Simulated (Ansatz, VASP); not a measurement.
# ZrN: VASP beside Ansatz

```
CELL_PARAMETERS angstrom
0.00000 2.23760 2.23760
2.23760 0.00000 2.23760
2.23760 2.23760 0.00000
ATOMIC_POSITIONS crystal
Zr 0.00000 0.00000 0.00000
N 0.50000 0.50000 0.50000
```

Change from the starting cell: volume scaled by 0.94.

Alike in both runs: task single point; functional PBE; k mesh 9 × 9 × 9; occupations fermi-dirac, width 0.01 eV; no spin polarisation.

|  | VASP | Ansatz |
| --- | --- | --- |
| version | VASP 6.6.1 | Ansatz 0.2.0 |
| potentials or method | VASP PAW PBE potentials, release 64 (Zr_sv, N), cutoff 600 eV | all-electron LAPW, scalar-relativistic |

```tsv
	VASP	Ansatz	Ansatz less VASP
pressure (GPa)	23.6	23.4	-0.19
```

Ansatz ran all-electron here, and VASP with PAW potentials.
